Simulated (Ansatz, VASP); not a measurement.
## One calculation of Al3Cu2, two programs

```
Al Cu
1.0
     4.09195    0.00000    0.00000
    -2.04598    3.54373    0.00000
     0.00000    0.00000    4.99278
Al Cu
3 2
Direct
  0.00000 0.00000 0.00000
  0.33333 0.66667 0.34993
  0.66667 0.33333 0.65007
  0.33333 0.66667 0.83951
  0.66667 0.33333 0.16049
```

Alike in both runs: task single point; functional r2SCAN; k mesh 12 × 12 × 6; occupations gaussian, width 0.1 eV; no spin polarisation.

|  | VASP | Ansatz |
| --- | --- | --- |
| version | VASP 6.6.1 | Ansatz 0.2.0 |
| potentials or method | VASP PAW PBE potentials, release 64 (Al, Cu), cutoff 520 eV | scalar-relativistic, plane waves, PAW |
| valence electrons in the cell | 31 | 47 |

|  | VASP | Ansatz | Ansatz less VASP |
| --- | --- | --- | --- |
| gap on the k mesh at the Fermi level (eV) | none | none | - |
| pressure (GPa) | 0.4 | 0.5 | +0.12 |
| traceless stress, the component that is largest in VASP (GPa) | -0.26 | -0.28 | -0.021 |
| rms of the force components (eV/Å) | 0.009 | 0.008 | -0.0006 |

VASP's potentials were made for PBE, not for r2SCAN. Atom by atom the forces differ by 0.002 eV/Å (rms over components). A gap of «none» marks a metal or a gap that the smearing closes. VASP's potentials hold 31 valence electrons a cell and Ansatz's 47, so a difference there can come from the potentials and not from the codes.
